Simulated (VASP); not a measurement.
A run of VASP 6.6.1 is set up as follows.

INCAR

```
SYSTEM = Si3C
PREC = Accurate
ENCUT = 520
EDIFF = 1E-6
ISMEAR = 0
SIGMA = 0.1
LREAL = .False.
LASPH = .True.
NELM = 80
ALGO = Normal
ISIF = 2
LWAVE = .False.
LCHARG = .False.
GGA = PE
NBANDS = 16
```

File KPOINTS:

```
regular mesh
0
Gamma
  6 4 4
  0 0 0
```

The input POSCAR:

```
Si3C
1.0
    2.7434356100      0.0000000000      0.0000000000
    0.0000000000      3.8798038500      0.0000000000
    0.0000000000      0.0000000000      5.4868712200
Si C
3 1
Direct
    0.0000000000      0.0000000000      0.7500000000
    0.5000000000      0.5000000000      0.0000000000
    0.0000000000      0.0000000000      0.2500000000
    0.5000000000      0.5000000000      0.5000000000
```

Potentials or basis: VASP PAW PBE potentials, release 64 (Si, C).

The run is started by

```bash
$ cat potpaw_PBE.64/Si/POTCAR potpaw_PBE.64/C/POTCAR > POTCAR
$ mpirun -np 1 vasp_std > vasp.out
```

Task: Estimate the band gap on the k mesh.

Result: Zero (bands 8 and 9 overlap by 5.17 eV).

Task: Predict the pressure.

Result: -11.7 GPa.

Stress tensor (GPa, compression positive):
```
 -8.00   0.00   0.00
  0.00 -13.09   0.00
  0.00   0.00 -13.87
```

Caveat: the k points lie up to 0.40 Å⁻¹ apart, too coarse for converged energies and pressures of a metal; forces of over 1 eV/Å act on the atoms, so gaps and moduli don't describe the material at rest.
